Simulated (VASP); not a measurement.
Here is a VASP 6.6.1 calculation.

File INCAR:

```
SYSTEM = HgPt3
PREC = Accurate
ENCUT = 570
EDIFF = 1E-6
ISMEAR = 0
SIGMA = 0.15
LREAL = .False.
LASPH = .True.
NELM = 120
ALGO = Normal
ISIF = 2
LWAVE = .False.
LCHARG = .False.
GGA = CA
NBANDS = 45
GGA_COMPAT = .False.
```

The input KPOINTS:

```
Automatic mesh
0
Gamma
  12 12 12
  0 0 0
```

Contents of POSCAR:

```
HgPt3
1.0
    3.9726881452      0.0000000000      0.0000000000
    0.0000000000      3.5754193307      0.0000000000
    0.0000000000      0.0000000000      3.9726881452
Hg Pt
1 3
Direct
    0.0000000000      0.0000000000      0.0000000000
    0.0000000000      0.5000000000      0.5000000000
    0.5000000000      0.5000000000      0.0000000000
    0.5000000000      0.0000000000      0.5000000000
```

Potentials or basis: VASP PAW LDA potentials, release 64 (Hg_sv_GW, Pt_sv_GW).

The run is started by

```console
$ cat potpaw_LDA.64/Hg_sv_GW/POTCAR potpaw_LDA.64/Pt_sv_GW/POTCAR > POTCAR
$ mpirun -np 1 vasp_std > vasp.out
```

Problem. Predict the band gap on the k mesh.

Solution. Zero (bands 37 and 38 overlap by 1.35 eV).

Problem. What does it give for the pressure?

Solution. 35.4 GPa.

Stress tensor (GPa, compression positive):
```
33.76  0.00  0.00
 0.00 38.55  0.00
 0.00  0.00 33.76
```

Caveat: the cell differs from its parent crystal (strain -0.1000 x Voigt [0, 1, 0, 0, 0, 0]); the cell stands under pressure; spin-orbit coupling is left out, which moves the levels of the heavy elements.
